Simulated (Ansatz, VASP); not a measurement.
**TaN: VASP beside Ansatz**

File POSCAR:

```
TaN
1.0
    0.0000000000      2.2113230000      2.2113230000
    2.2113230000      0.0000000000      2.2113230000
    2.2113230000      2.2113230000      0.0000000000
Ta N
1 1
Direct
    0.5000000000      0.5000000000      0.5000000000
    0.0000000000      0.0000000000      0.0000000000
```

Contents of INCAR.step1:

```
  ALGO = Normal
  EDIFF = 1E-5
  ENCUT = 1460
  GGA = PE
  GGA_COMPAT = F
  ISMEAR = -1
  LASPH = T
  LCHARG = F
  LDAU = T
  LDAUJ = 0 0
  LDAUL = 2 -1
  LDAUTYPE = 2
  LDAUU = 3 0
  LMAXMIX = 4
  LREAL = F
  LWAVE = T
  NBANDS = 16
  NELM = 200
  PREC = Accurate
  SIGMA = 0.05
```

Contents of INCAR.step2:

```
  ALGO = Normal
  EDIFF = 1E-6
  ENCUT = 1460
  GGA_COMPAT = F
  ISIF = 2
  ISMEAR = -1
  ISTART = 1
  LASPH = T
  LCHARG = T
  LDAU = T
  LDAUJ = 0 0
  LDAUL = 2 -1
  LDAUPRINT = 1
  LDAUTYPE = 2
  LDAUU = 3 0
  LELF = T
  LMAXMIX = 4
  LMIXTAU = T
  LREAL = F
  LVHAR = T
  LWAVE = F
  METAGGA = R2SCAN
  NBANDS = 16
  NELM = 200
  PREC = Accurate
  SIGMA = 0.05
```

The input KPOINTS:

```
k-points
0
Gamma
  10 10 10
```

File input.yaml:

```yaml
crystal:
  lattice:
    - [0.0, 2.211323, 2.211323]
    - [2.211323, 0.0, 2.211323]
    - [2.211323, 2.211323, 0.0]
  atoms:
    - { symbol: Ta, position: [0.5, 0.5, 0.5] }
    - { symbol: "N", position: [0.0, 0.0, 0.0] }
hamiltonian:
  xc: r2scan
  pseudopotentials: { kind: paw }
  hubbard: { sites: [{ species: Ta, l: d, u_eff: 3.0 }] }
kpoints:
  mp_grid: { grid: [10, 10, 10] }
scf:
  occupations: { method: fermi_dirac, width: 0.05 }
  n_extra_bands: 6
output:
  forces: true
  stress: true
  eigenvalues: true
  dos: { projected: true, de: 0.05, nscf_kmesh: { grid: [15, 15, 15] } }
  write_density: true
  write_potential: true
  elf: true
  volumetric_format: npy
```

Alike in both runs: functional r2SCAN; k mesh 10 × 10 × 10; occupations fermi-dirac, width 0.05 eV; no spin polarisation; Hubbard terms Ta d U = 3.0 eV.

```csv
,VASP,Ansatz
version,VASP 6.6.1,Ansatz 0.2.0
potentials or method,"VASP PAW PBE potentials, release 64 (Ta_sv_GW, N_h)",Ansatz PAW
plane-wave cutoff (eV),1460,500
valence electrons in the cell,18,18
task,single point,projected density of states
```

VASP gave:

- gap on the k mesh at the Fermi level (eV): none
- pressure (GPa): 2.4

Task: What did Ansatz give for the same quantities?

Result: gap on the k mesh at the Fermi level (eV): none; pressure (GPa): -3.4.

VASP's potentials were made for PBE, not for r2SCAN. The programs project onto different local orbitals, so the same U acts differently, and such runs can settle in different states. A gap of «none» marks a metal or a gap that the smearing closes.

Spin-orbit coupling is off throughout.
